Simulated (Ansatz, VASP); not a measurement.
# Sr: VASP beside Ansatz

```
Sr
1.0
    -2.30055    2.42661    2.42661
     2.42661   -2.30055    2.42661
     2.42661    2.42661   -2.30055
Sr
1
Cartesian
  0.0000 0.0000 0.0000
```

Alike in both runs: task single point; functional PBEsol; k mesh 16 × 16 × 16; occupations gaussian, width 0.15 eV; no spin polarisation.

|  | VASP | Ansatz |
| --- | --- | --- |
| version | VASP 6.6.1 | Ansatz 0.2.0 |
| potentials or method | VASP PAW PBE potentials, release 64 (Sr_sv), cutoff 520 eV | scalar-relativistic, plane waves, PAW |
| valence electrons in the cell | 10 | 10 |

```csv
,VASP,Ansatz,Ansatz less VASP
gap on the k mesh at the Fermi level (eV),none,none,-
pressure (GPa),-1.0,-1.0,-0.01
"traceless stress, the component that is largest in VASP (GPa)",-0.52,-0.52,+0.003
```

VASP's potentials were made for PBE, not for PBEsol. A gap of «none» marks a metal or a gap that the smearing closes.
